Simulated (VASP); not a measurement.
Ni, 1 atom in the cell. Symmetry: Fm-3m, No. 225, cubic system. The conventional cell has a = 3.088 Å, b = 3.088 Å, c = 3.088 Å, α = 90.00°, β = 90.00°, γ = 90.00°. Within 2.9 Å of Ni (site symmetry m-3m) lie 12 Ni at 2.18 Å.  This cell differs from its parent crystal: volume scaled by 0.68.

```yaml
Program: VASP 6.6.1
Task: single point
Functional: PBE
Potentials_or_basis: VASP PAW PBE potentials, release 64 (Ni)
Cutoff: 520 eV
k_mesh: 21 × 21 × 21
Occupations: fermi-dirac, width 0.05 eV
Spin: no spin polarisation
Dipole_correction: no
Further_INCAR_settings: ALGO = Normal; EDIFF = 1e-06; NBANDS = 11
```

Potentials or basis: VASP PAW PBE potentials, release 64 (Ni).

The run is started by

```bash
$ cat potpaw_PBE.64/Ni/POTCAR > POTCAR
$ mpirun -np 1 vasp_std > vasp.out
```

Hardware: 1 thread of AMD EPYC 7R43 64-Core Processor (Zen 3), on a shared host.

**Question.** How long does it take, and how much memory?

**Answer.** Wall time 33 s on 1 thread of AMD EPYC 7R43 64-Core Processor (Zen 3), on a shared host, peak memory 0.1 GiB. Counts: scf iterations 12, k points 286.
